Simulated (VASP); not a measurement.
# CoCl4O (P-1) in VASP: single point with PBEsol

Aim: the single point of CoCl4O with PBEsol.

Program: VASP 6.6.1. These are calculated values, not measurements. Logs are shortened: lines on timing, memory, paths and dates and some standing lists are left out, and cuts for length are marked.

## 1. The cell of the first run

The typed cell holds 12 atoms: a = 6.166 Å, b = 6.899 Å, c = 7.203 Å, α = 104.13°, β = 107.53°, γ = 90.81°.

## 2. Single point, PBEsol

INCAR reads:

```
SYSTEM = CoCl4O
PREC = Accurate
ENCUT = 520
EDIFF = 1E-6
ISMEAR = 0
SIGMA = 0.0793
LREAL = .FALSE.
LASPH = .TRUE.
NELM = 100
ALGO = Fast
ISIF = 2
LWAVE = .FALSE.
LCHARG = .FALSE.
GGA = PS
NBANDS = 55
```

KPOINTS reads:

```
Automatic mesh
0
Gamma
  3 3 3
  0.5 0.5 0.5
```

POSCAR reads:

```
CoCl4O
1.0
    6.1656748800      0.0000000000      0.0000000000
   -0.0975276300      6.8983111500      0.0000000000
   -2.1696024200     -1.7892774600      6.6313938500
Co Cl O
2 8 2
Direct
    0.0780000000      0.2690000000      0.2140000000
    0.9220000000      0.7310000000      0.7860000000
    0.3720000000      0.2720000000      0.5150000000
    0.6280000000      0.7280000000      0.4850000000
    0.8260000000      0.1160000000      0.3310000000
    0.1740000000      0.8840000000      0.6690000000
    0.8080000000      0.1390000000      0.8870000000
    0.1920000000      0.8610000000      0.1130000000
    0.3360000000      0.3140000000      0.0650000000
    0.6640000000      0.6860000000      0.9350000000
    0.0060000000      0.5160000000      0.2830000000
    0.9940000000      0.4840000000      0.7170000000
```

Potentials or basis: VASP PAW PBE potentials, release 64 (Co, Cl, O).

Launch:

```
cat potpaw_PBE.64/Co/POTCAR potpaw_PBE.64/Cl/POTCAR potpaw_PBE.64/O/POTCAR > POTCAR
mpirun -np 1 vasp_std > vasp.out
```

OUTCAR:

```text
SYSTEM = CoCl4O
   PREC = Accurate
   ENCUT = 520
   EDIFF = 1E-6
   ISMEAR = 0
   LREAL = .FALSE.
   LASPH = .TRUE.
   NELM = 100
   ISIF = 2
   GGA = PS

 ion  position               nearest neighbor table
   1  0.078  0.269  0.214-  11 1.76   9 2.23   5 2.33   3 2.37   7 2.38   8 2.88
   2  0.922  0.731  0.786-  12 1.76  10 2.23   6 2.33   4 2.37   8 2.38   7 2.88
   3  0.372  0.272  0.515-   1 2.37
   4  0.628  0.728  0.485-   2 2.37
   5  0.826  0.116  0.331-   1 2.33
   6  0.174  0.884  0.669-   2 2.33
   7  0.808  0.139  0.887-   1 2.38   2 2.88
   8  0.192  0.861  0.113-   2 2.38   1 2.88
   9  0.336  0.314  0.065-   1 2.23
  10  0.664  0.686  0.935-   2 2.23
  11  0.006  0.516  0.283-   1 1.76
  12  0.994  0.484  0.717-   2 1.76

  LATTYP: Found a triclinic cell.
 ALAT       =     7.9464138659
 B/A-ratio  =     0.7759065893
 C/A-ratio  =     0.8681904378
 COS(alpha) =     0.0141364868
 COS(beta)  =     0.2322543380
 COS(gamma) =     0.5028774649

  Lattice vectors:

 A1 = (  -3.9960724600,   1.7892774600,  -6.6313938500)
 A2 = (  -6.1656748800,   0.0000000000,   0.0000000000)
 A3 = (  -0.0975276300,   6.8983111500,   0.0000000000)

Analysis of symmetry for initial positions (statically):
=====================================================================
 Subroutine PRICEL returns:
 Original cell was already a primitive cell.

 Routine SETGRP: Setting up the symmetry group for a
 triclinic supercell.

 Subroutine GETGRP returns: Found  2 space group operations
 (whereof  2 operations were pure point group operations)
 out of a pool of  2 trial point group operations.

The static configuration has the point symmetry S_2 .

Analysis of symmetry for dynamics (positions and initial velocities):
=====================================================================
 Subroutine PRICEL returns:
 Original cell was already a primitive cell.

 Routine SETGRP: Setting up the symmetry group for a
 triclinic supercell.

 Subroutine GETGRP returns: Found  2 space group operations
 (whereof  2 operations were pure point group operations)
 out of a pool of  2 trial point group operations.

The dynamic configuration has the point symmetry S_2 .

 Subroutine INISYM returns: Found  2 space group operations
 (whereof  2 operations are pure point group operations),
 and found     1 'primitive' translations

----------------------------------------------------------------------------------------

                                     Primitive cell

  volume of cell :     282.0514

  direct lattice vectors                    reciprocal lattice vectors
     6.165674880  0.000000000  0.000000000     0.162188247  0.002293001  0.053682052
    -0.097527630  6.898311150  0.000000000     0.000000000  0.144963018  0.039113807
    -2.169602420 -1.789277460  6.631393850     0.000000000  0.000000000  0.150797860

  length of vectors
     6.165674880  6.899000533  7.203059967     0.170856806  0.150147149  0.150797860

  position of ions in fractional coordinates (direct lattice)
     0.078000000  0.269000000  0.214000000
     0.922000000  0.731000000  0.786000000
     0.372000000  0.272000000  0.515000000
     0.628000000  0.728000000  0.485000000
     0.826000000  0.116000000  0.331000000
     0.174000000  0.884000000  0.669000000
     0.808000000  0.139000000  0.887000000
     0.192000000  0.861000000  0.113000000
     0.336000000  0.314000000  0.065000000
     0.664000000  0.686000000  0.935000000
     0.006000000  0.516000000  0.283000000
     0.994000000  0.484000000  0.717000000

  ion indices of the primitive-cell ions
   primitive index   ion index
                 1           1
                 2           2
                 3           3
                 4           4
                 5           5
                 6           6
                 7           7
                 8           8
                 9           9
                10          10
                11          11
                12          12

----------------------------------------------------------------------------------------

 KPOINTS: Automatic mesh

Automatic generation of k-mesh.
 Grid dimensions read from file:
 generate k-points for:    3    3    3

 Generating k-lattice:

  Cartesian coordinates                     Fractional coordinates (reciprocal lattice)
     0.054062749  0.000764334  0.017894017     0.333333333  0.000000000  0.000000000
     0.000000000  0.048321006  0.013037936     0.000000000  0.333333333 -0.000000000
     0.000000000  0.000000000  0.050265953     0.000000000  0.000000000  0.333333333

  Length of vectors
     0.056952269  0.050049050  0.050265953

  Shift w.r.t. Gamma in fractional coordinates (k-lattice)
     0.500000000  0.500000000  0.500000000

 Subroutine IBZKPT returns following result:
 ===========================================

 Found     14 irreducible k-points:

 Following reciprocal coordinates:
            Coordinates               Weight
  0.166667  0.166667  0.166667      2.000000
  0.500000  0.166667  0.166667      2.000000
 -0.166667  0.166667  0.166667      2.000000
  0.166667  0.500000  0.166667      2.000000
  0.500000  0.500000  0.166667      2.000000
 -0.166667  0.500000  0.166667      2.000000
  0.166667 -0.166667  0.166667      2.000000
  0.500000 -0.166667  0.166667      2.000000
 -0.166667 -0.166667  0.166667      2.000000
  0.166667  0.166667  0.500000      2.000000
  0.500000  0.166667  0.500000      2.000000
 -0.166667  0.166667  0.500000      2.000000
  0.166667  0.500000  0.500000      2.000000
  0.500000  0.500000  0.500000      1.000000
   k-points           NKPTS =     14   k-points in BZ     NKDIM =     14   number of bands    NBANDS=     55
   number of dos      NEDOS =    301   number of ions     NIONS =     12
   total plane-waves  NPLWV = 139968
   dimension x,y,z NGX =    48 NGY =   54 NGZ =   54
   dimension x,y,z NGXF=    96 NGYF=  108 NGZF=  108
   ions per type =               2   8   2
   NGX,Y,Z   is equivalent  to a cutoff of  12.94, 13.01, 12.46 a.u.
   NGXF,Y,Z  is equivalent  to a cutoff of  25.88, 26.02, 24.93 a.u.
 SYSTEM =  CoCl4O
   PREC   = accura    normal or accurate (medium, high low for compatibility)
   ISTART =      0    job   : 0-new  1-cont  2-samecut
   ICHARG =      2    charge: 1-file 2-atom 10-const
   ISPIN  =      1    spin polarized calculation?
   LNONCOLLINEAR =      F non collinear calculations
   LSORBIT =      F    spin-orbit coupling
   LASPH  =      T    aspherical Exc in radial PAW
   ENCUT  =  520.0 eV  38.22 Ry    6.18 a.u.  11.46 12.83 13.39*2*pi/ulx,y,z
   NELM   =    100;   NELMIN=  2; NELMDL= -5     # of ELM steps
   EDIFF  = 0.1E-05   stopping-criterion for ELM
   LREAL  =      F    real-space projection
[... 7 lines left out ...]
   TEBEG  =    0.0;   TEEND  =   0.0 temperature during run
   PSTRESS=    0.0 pullay stress
   NELECT =      86.0000    total number of electrons
   NUPDOWN=      -1.0000    fix difference up-down
   EMIN   =  10.00;   EMAX   =-10.00  energy-range for DOS
   EFERMI =   0.00;   METHOD = LEGACY
   ISMEAR =     0;   SIGMA  =   0.08  broadening in eV -4-tet -1-fermi 0-gaus
   EFERMI_NEDOS =   21; number of points for ismear=-14 and -15
   IALGO  =     68    algorithm
   IMIX   =      4    mixing-type and parameters
     AMIX     =   0.40;   BMIX     =  1.00
     AMIX_MAG =   1.60;   BMIX_MAG =  1.00
  volume/ion in A,a.u.               =      23.50       158.61
  Fermi-wavevector in a.u.,A,eV,Ry     =   1.101873  2.082238 16.519164  1.214124
  Thomas-Fermi vector in A             =   2.238307
   LORBIT       =      0    0 simple, 1 ext, 2 COOP (PROOUT), +10 PAW based schemes
   GGA     = PS    functional components
   LHFCALC =     F    Hartree Fock is set to
   AEXX    =    0.0000 exact exchange contribution
   IVDW    =     0    specifies the selected vdW correction
   LEPSILON=     F    determine dielectric tensor
   LRPA    =     F    only Hartree local field effects (RPA)
 non-spin polarized calculation
 RMM-DIIS sequential band-by-band and
 Gauss-broadening in eV      SIGMA  =   0.08
  energy-cutoff  :      520.00
  volume of cell :      282.05
 maximum number of plane-waves:      7614
 NGX is ok and might be reduce to    48
   NGX = 23   NGY = 25   NGZ = 27

 number of electron      85.9999996 magnetization

 Free energy of the ion-electron system (eV)
  ---------------------------------------------------
  ext. energy  EPLUGINS =         0.00000000
  ---------------------------------------------------
  free energy    TOTEN  =       -40.49750929 eV

  energy without entropy =      -40.42085463  energy(sigma->0) =      -40.45918196

 E-fermi :  -0.3652     XC(G=0):  -8.6273

 val. band max:       -0.3824533135   @ k =   0.1667   0.1667   0.1667
 cond. band min:      -0.3509547606   @ k =   0.5000  -0.1667   0.1667
 fundamental gap:      0.0314985530
 Fermi energy:        -0.3652009803

 k-point     1 :       0.1667    0.1667    0.1667
  band No.  band energies     occupation
      1     -17.2196      2.00000
      2     -17.1328      2.00000
      3     -14.4669      2.00000
      4     -14.0883      2.00000
      5     -13.9038      2.00000
      6     -13.8426      2.00000
[... 47 lines left out ...]
     54       8.7364      0.00000
     55       9.2674      0.00000

 k-point     2 :       0.5000    0.1667    0.1667
  band No.  band energies     occupation
      1     -17.2173      2.00000
      2     -17.1326      2.00000
      3     -14.3792      2.00000
      4     -14.0722      2.00000
      5     -13.8978      2.00000
      6     -13.8624      2.00000
[... 47 lines left out ...]
     54       8.5771      0.00000
     55       8.7569      0.00000
[... 636 lines left out ...]
     54       8.9018      0.00000
     55       9.3017      0.00000

 k-point    14 :       0.5000    0.5000    0.5000
  band No.  band energies     occupation
      1     -17.2022      2.00000
      2     -17.1459      2.00000
      3     -14.3404      2.00000
      4     -14.0322      2.00000
      5     -13.9374      2.00000
      6     -13.8858      2.00000
[... 47 lines left out ...]
     54       9.0002      0.00000
     55       9.2044      0.00000

------------------------ aborting loop because EDIFF is reached ----------------------------------------

  FORCE on cell =-STRESS in cart. coord.  units (eV):
  Direction    XX          YY          ZZ          XY          YZ          ZX
  --------------------------------------------------------------------------------------
  -------------------------------------------------------------------------------------
  Total      -14.9859308    -18.4889371    -16.2977602      1.5005752     -1.4627916     -0.2202540
  in kB      -85.1267559   -105.0253904    -92.5785306      8.5239347     -8.3093074     -1.2511405
  external PRESSURE =     -94.2435590 kB  Pullay stress =       0.0000000 kB

 VOLUME and BASIS-vectors are now :
 -----------------------------------------------------------------------------
  energy-cutoff  :      520.00
  volume of cell :      282.05
      direct lattice vectors                 reciprocal lattice vectors
     6.165674880  0.000000000  0.000000000     0.162188247  0.002293001  0.053682052
    -0.097527630  6.898311150  0.000000000     0.000000000  0.144963018  0.039113807
    -2.169602420 -1.789277460  6.631393850     0.000000000  0.000000000  0.150797860

 POSITION                                       TOTAL-FORCE (eV/Angst)
 -----------------------------------------------------------------------------------
     -0.00961      1.47274      1.41912        -0.990252      1.830408      0.976662
      3.90815      3.63629      5.21228         0.990252     -1.830408     -0.976662
      1.14976      0.95486      3.41517        -0.836056      0.364236     -1.272920
      2.74879      4.15417      3.21623         0.836056     -0.364236      1.272920
      4.36340      0.20795      2.19499         1.125016      0.914390     -0.294177
     -0.46485      4.90108      4.43640        -1.125016     -0.914390      0.294177
      3.04387     -0.62822      5.88205         0.581229      0.056774      0.989747
      0.85467      5.73726      0.74935        -0.581229     -0.056774     -0.989747
      1.90002      2.04977      0.43104        -1.048201     -0.180185      0.488314
      1.99853      3.05927      6.20035         1.048201      0.180185     -0.488314
     -0.62733      3.05316      1.87668         1.167025     -3.031239     -0.978850
      4.52587      2.05587      4.75471        -1.167025      3.031239      0.978850
 -----------------------------------------------------------------------------------
    total drift:                                0.000000      0.000000     -0.000000

  FREE ENERGIE OF THE ION-ELECTRON SYSTEM (eV)
  ---------------------------------------------------
  free  energy   TOTEN  =       -40.4975092857 eV

  energy  without entropy=      -40.4208546253  energy(sigma->0) =      -40.45918196
```

Run time: 8.2 min. Hardware: 1 thread of Intel Xeon Platinum 8559C (Emerald Rapids), shared host; peak memory 0.44 GiB.

Results:

| Item | Value |
| --- | --- |
| Free energy | -40.4975 eV |
| Pressure | -9.4 GPa |
| Largest force | 3.392 eV/Å |
| Band gap on the k mesh | zero (bands 43 and 44 overlap by 0.06 eV) |

Forces on the atoms (eV/Å):
```
Co  -0.990  1.830  0.977
Co   0.990 -1.830 -0.977
Cl  -0.836  0.364 -1.273
Cl   0.836 -0.364  1.273
Cl   1.125  0.914 -0.294
Cl  -1.125 -0.914  0.294
Cl   0.581  0.057  0.990
Cl  -0.581 -0.057 -0.990
Cl  -1.048 -0.180  0.488
Cl   1.048  0.180 -0.488
O    1.167 -3.031 -0.979
O   -1.167  3.031  0.979
```

Stress tensor (GPa, compression positive):
```
 -8.51   0.85  -0.13
  0.85 -10.50  -0.83
 -0.13  -0.83  -9.26
```

Levels at points of the mesh, in eV from the Fermi level:
| k point | band 41 | band 42 | band 43 | band 44 | band 45 | band 46 |
| --- | --- | --- | --- | --- | --- | --- |
| (0.50, 0.50, 0.50) | -0.18 | -0.12 | 0.03 | 0.03 | 0.10 | 0.14 |

Caveat: the cell stands under tension; the PAW data sets were made with another functional, which shifts forces and pressure a little; the run has no spin polarisation, though such a crystal can be magnetic; semilocal functionals often make such compounds metallic where correlation or magnetic order opens a gap, which also shifts bond lengths. With open d or f shells a metallic result of PBEsol can be an artefact of self-interaction; +U or a hybrid may open a gap.
